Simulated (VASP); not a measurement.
A run of VASP 6.6.1:

File INCAR:

```
PREC = Accurate ; ENCUT = 520
EDIFF = 1E-7 ; ISMEAR = 1
SIGMA = 0.05 ; LREAL = False
LASPH = True ; NELM = 100
ALGO = Normal ; ISIF = 2
LWAVE = False ; LCHARG = True
GGA = PS ; LELF = True
LVHAR = True ; NBANDS = 25
```

KPOINTS

```
regular mesh
0
Gamma
  7 7 5
```

Contents of POSCAR:

```
ZrTiN2
1.0
    3.1587430000      0.0000000000      0.0000000000
    0.0000000000      3.1587430000      0.0000000000
    0.0000000000      0.0000000000      4.4596630000
Zr Ti N
1 1 2
Direct
    0.0000000000      0.0000000000      0.0000000000
    0.5000000000      0.5000000000      0.5000000000
    0.0000000000      0.0000000000      0.5000000000
    0.5000000000      0.5000000000      0.0000000000
```

Potentials or basis: VASP PAW PBE potentials, release 64 (Zr_sv, Ti_sv, N).

Launch:

```bash
$ cat potpaw_PBE.64/Zr_sv/POTCAR potpaw_PBE.64/Ti_sv/POTCAR potpaw_PBE.64/N/POTCAR > POTCAR
$ mpirun -np 1 vasp_std > vasp.out
```

Hardware: 1 thread of Intel Xeon 8259CL (shared host).

Estimate the wall time of this run.

Run time: 67 s on 1 thread of Intel Xeon 8259CL, on a shared host, peak memory 0.14 GiB. Counts: scf iterations 17, k points 30.
